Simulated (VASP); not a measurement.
# AlPt (P4mm) in VASP: notebook, part 2 of 2

VASP 6.6.1. The steps go on from the part before.

## 4. Single point, PBEsol

The input, INCAR:

```
ALGO = Fast ; EDIFF = 1E-6
ENCUT = 520 ; GGA = PS
ISIF = 2 ; ISMEAR = 0
LASPH = T ; LCHARG = F
LREAL = F ; LWAVE = F
NBANDS = 14 ; NELM = 80
PREC = Accurate ; SIGMA = 0.15
```

The input, KPOINTS:

```
k-points
0
Gamma
  16 16 16
```

The input, POSCAR:

```
AlPt
1.0
    3.0915460000      0.0000000000      0.0000000000
    0.0000000000      3.0915460000      0.0000000000
    0.0000000000      0.0000000000      3.0915460000
Al Pt
1 1
Direct
   -0.1010821123      0.0000000000      0.0000000000
    0.5000000000      0.5000000000      0.5000000000
```

Potentials or basis: VASP PAW PBE potentials, release 64 (Al, Pt).

The run is started by

```bash
$ cat potpaw_PBE.64/Al/POTCAR potpaw_PBE.64/Pt/POTCAR > POTCAR
$ mpirun -np 1 vasp_std > vasp.out
```

OUTCAR:

```text
EDIFF = 1E-6
   ENCUT = 520
   GGA = PS
   ISIF = 2
   ISMEAR = 0
   LASPH = T
   LREAL = F
   NELM = 80
   PREC = Accurate

 ion  position               nearest neighbor table
   1  0.899  0.000  0.000-   2 2.51   2 2.51   2 2.51   2 2.51   2 2.87   2 2.87   2 2.87   2 2.87

   2  0.500  0.500  0.500-   1 2.51   1 2.51   1 2.51   1 2.51   1 2.87   1 2.87   1 2.87   1 2.87

  LATTYP: Found a simple cubic cell.
 ALAT       =     3.0915460000

  Lattice vectors:

 A1 = (   3.0915460000,   0.0000000000,   0.0000000000)
 A2 = (   0.0000000000,   3.0915460000,   0.0000000000)
 A3 = (   0.0000000000,   0.0000000000,   3.0915460000)

Analysis of symmetry for initial positions (statically):
=====================================================================
 Subroutine PRICEL returns:
 Original cell was already a primitive cell.

 Routine SETGRP: Setting up the symmetry group for a
 simple cubic supercell.

 Subroutine GETGRP returns: Found  8 space group operations
 (whereof  8 operations were pure point group operations)
 out of a pool of 48 trial point group operations.

The static configuration has the point symmetry C_4v.

Analysis of symmetry for dynamics (positions and initial velocities):
=====================================================================
 Subroutine PRICEL returns:
 Original cell was already a primitive cell.

 Routine SETGRP: Setting up the symmetry group for a
 simple cubic supercell.

 Subroutine GETGRP returns: Found  8 space group operations
 (whereof  8 operations were pure point group operations)
 out of a pool of 48 trial point group operations.

The dynamic configuration has the point symmetry C_4v.

 Subroutine INISYM returns: Found  8 space group operations
 (whereof  8 operations are pure point group operations),
 and found     1 'primitive' translations

----------------------------------------------------------------------------------------

                                     Primitive cell

  volume of cell :      29.5479

  direct lattice vectors                    reciprocal lattice vectors
[... 120 lines left out ...]
 Gauss-broadening in eV      SIGMA  =   0.15
  energy-cutoff  :      520.00
  volume of cell :       29.55
 maximum number of plane-waves:       840
 NGX is ok and might be reduce to    24
   NGX = 11   NGY = 11   NGZ = 11

 number of electron      12.9999997 magnetization

 Free energy of the ion-electron system (eV)
  ---------------------------------------------------
  ext. energy  EPLUGINS =         0.00000000
  ---------------------------------------------------
  free energy    TOTEN  =       -12.73951500 eV

  energy without entropy =      -12.73245050  energy(sigma->0) =      -12.73598275

 E-fermi :  10.5973     XC(G=0): -12.1730

 val. band max:       10.5890374240   @ k =   0.3750   0.3750   0.1250
 cond. band min:      10.6061084735   @ k =   0.0625   0.3125   0.1250
 fundamental gap:      0.0170710495
 Fermi energy:        10.5973430914

 k-point     1 :       0.0000    0.0000    0.0000
  band No.  band energies     occupation
      1      -0.9314      2.00000
      2       4.8957      2.00000
      3       4.9724      2.00000
      4       7.8219      2.00000
      5       7.9470      2.00000
      6       7.9470      2.00000
      7      14.5640      0.00000
      8      14.5640      0.00000
      9      14.7021      0.00000
     10      19.3649      0.00000
     11      19.8869      0.00000
     12      20.2161      0.00000
     13      27.0867      0.00000
     14      27.0867      0.00000
[... 377 lines left out ...]
      1      -0.2246      2.00000
      2       5.0976      2.00000
      3       5.1604      2.00000
      4       7.1939      2.00000
      5       7.4629      2.00000
      6       7.9456      2.00000
      7      12.0367      0.00000
      8      15.0493      0.00000
      9      16.1247      0.00000
     10      18.6552      0.00000
     11      20.3979      0.00000
     12      23.5030      0.00000
     13      25.3916      0.00000
     14      25.9430      0.00000

 [... further k-points ...]

------------------------ aborting loop because EDIFF is reached ----------------------------------------

  FORCE on cell =-STRESS in cart. coord.  units (eV):
  Direction    XX          YY          ZZ          XY          YZ          ZX
  --------------------------------------------------------------------------------------
  -------------------------------------------------------------------------------------
  Total       -0.4451405      0.2540744      0.2540744      0.0000000      0.0000000      0.0000000
  in kB      -24.1368469     13.7766751     13.7766751      0.0000000      0.0000000      0.0000000
  external PRESSURE =       1.1388344 kB  Pullay stress =       0.0000000 kB

 VOLUME and BASIS-vectors are now :
 -----------------------------------------------------------------------------
  energy-cutoff  :      520.00
  volume of cell :       29.55
      direct lattice vectors                 reciprocal lattice vectors
     3.091546000  0.000000000  0.000000000     0.323462759  0.000000000  0.000000000
     0.000000000  3.091546000  0.000000000     0.000000000  0.323462759  0.000000000
     0.000000000  0.000000000  3.091546000     0.000000000  0.000000000  0.323462759

 POSITION                                       TOTAL-FORCE (eV/Angst)
 -----------------------------------------------------------------------------------
      2.77905      0.00000      0.00000         1.215962     -0.000000      0.000000
      1.54577      1.54577      1.54577        -1.215962      0.000000     -0.000000
 -----------------------------------------------------------------------------------
    total drift:                               -0.001880     -0.000000      0.000000

  FREE ENERGIE OF THE ION-ELECTRON SYSTEM (eV)
  ---------------------------------------------------
  free  energy   TOTEN  =       -12.7395150018 eV

  energy  without entropy=      -12.7324505012  energy(sigma->0) =      -12.73598275
```

OSZICAR:

```text
N       E                     dE             d eps       ncg     rms          rms(c)
DAV:   1     0.435604362752E+02    0.43560E+02   -0.55390E+03 11436   0.771E+02
DAV:   2    -0.121866100070E+02   -0.55747E+02   -0.51115E+02 13968   0.165E+02
DAV:   3    -0.133389988689E+02   -0.11524E+01   -0.11479E+01 14106   0.223E+01
DAV:   4    -0.133453236113E+02   -0.63247E-02   -0.63244E-02 13740   0.203E+00
DAV:   5    -0.133453969061E+02   -0.73295E-04   -0.73294E-04 14460   0.221E-01    0.107E+01
RMM:   6    -0.128194502648E+02    0.52595E+00   -0.10403E+00 11356   0.676E+00    0.396E+00
RMM:   7    -0.127604459355E+02    0.59004E-01   -0.49052E-02 11562   0.151E+00    0.227E+00
RMM:   8    -0.127399641368E+02    0.20482E-01   -0.21326E-02 11888   0.981E-01    0.340E-01
RMM:   9    -0.127395475940E+02    0.41654E-03   -0.20781E-03 12578   0.336E-01    0.106E-01
RMM:  10    -0.127395170557E+02    0.30538E-04   -0.25406E-04 12734   0.118E-01    0.505E-02
RMM:  11    -0.127395162112E+02    0.84448E-06   -0.35853E-05 12788   0.439E-02    0.895E-03
RMM:  12    -0.127395149267E+02    0.12846E-05   -0.11760E-05 12709   0.212E-02    0.825E-03
RMM:  13    -0.127395150018E+02   -0.75142E-07   -0.22135E-06 10682   0.965E-03
   1 F= -.12739515E+02 E0= -.12735983E+02  d E =-.706450E-02
```

It took 61 s on 1 thread of AMD EPYC 9R45 (Zen 5), shared host; peak memory 0.25 GiB.

Results:

* Free energy: -12.7395 eV
* Pressure: 0.1 GPa
* Largest force: 1.216 eV/Å
* Band gap on the k mesh: zero (an odd number of electrons rules out a gap without spin polarisation)

Forces on the atoms (eV/Å):
```
Al   1.216  0.000  0.000
Pt  -1.216  0.000  0.000
```

Stress tensor (GPa, compression positive):
```
-2.41  0.00  0.00
 0.00  1.38  0.00
 0.00  0.00  1.38
```

Levels at points of the mesh, in eV from the Fermi level:
| k point | band 5 | band 6 | band 7 | band 8 | band 9 | band 10 |
| --- | --- | --- | --- | --- | --- | --- |
| (0.00, 0.00, 0.00) | -2.65 | -2.65 | 3.97 | 3.97 | 4.10 | 8.77 |
| (0.50, 0.00, 0.00) | -4.02 | -2.59 | -0.85 | 6.45 | 8.25 | 8.25 |
| (0.00, 0.50, 0.00) | -3.98 | -2.48 | -1.00 | 6.12 | 8.76 | 9.00 |
| (0.50, 0.50, 0.00) | -3.11 | -2.82 | -1.44 | 0.99 | 3.27 | 8.70 |
| (0.00, 0.50, 0.50) | -2.71 | -2.71 | -1.46 | 0.80 | 3.21 | 9.24 |
| (0.50, 0.50, 0.50) | -1.35 | 0.62 | 1.60 | 1.60 | 1.89 | 4.69 |

Caveat: the cell differs from its parent crystal (all Al atoms moved +0.312 Å, as atom 1 towards its neighbour atom 1 (Al) at 3.092 Å); the PAW data sets were made with another functional, which shifts forces and pressure a little; spin-orbit coupling is left out, which moves the levels of the heavy elements.

## 5. Summary

| cell | gap on the mesh (eV) | pressure (GPa) | largest force (eV/Å) |
| --- | --- | --- | --- |
| as given, atomic positions A | none | -2.0 | 0.95 |
| as given, atomic positions B | none | 5.5 | 1.78 |
| as given, atomic positions C | none | 0.1 | 1.22 |

Alike in all rows: task single point; level PBEsol; potentials or basis VASP PAW PBE potentials, release 64 (Al, Pt); no spin polarisation; k mesh 16 × 16 × 16; cutoff (eV) 520; smearing gaussian 0.15 eV.

Caveats: the PAW data sets were made with another functional, which shifts forces and pressure a little; spin-orbit coupling is left out, which moves the levels of the heavy elements; the stress differs along the axes, from 0 to 8 GPa (at least some runs).

Absolute energies hang on the potentials; compare differences alone.
